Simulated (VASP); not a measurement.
The system is La2O3.

```
La O
1.0
     6.24023    0.00000    0.00000
    -3.12012    5.40420    0.00000
     0.00000    0.00000    3.22273
La O
2 3
Cartesian
  3.1201 1.8014 1.6053
  0.0000 3.6028 1.6175
  3.1489 0.0000 0.0000
  -1.5744 2.7270 0.0000
  1.5457 2.6772 0.0000
```

This cell differs from its parent crystal: volume scaled by 0.94.

Program: VASP 6.6.1. Alike in all runs: task single point; no spin polarisation; cell as given; k mesh 5 × 5 × 8; cutoff (eV) 520; smearing fermi-dirac 0.05 eV.

Question: Order these runs on this cell by their pressure, lowest first.
A. level PBEsol; potentials or basis VASP PAW PBE potentials, release 64 (La, O)
B. level LDA; potentials or basis VASP PAW LDA potentials, release 64 (La, O)
C. level PBE; potentials or basis VASP PAW PBE potentials, release 64 (La, O)

Answer: B (0.7 GPa), A (2.9 GPa), C (6.2 GPa).

Caveats: the PAW data sets were made with another functional, which shifts forces and pressure a little (some runs).
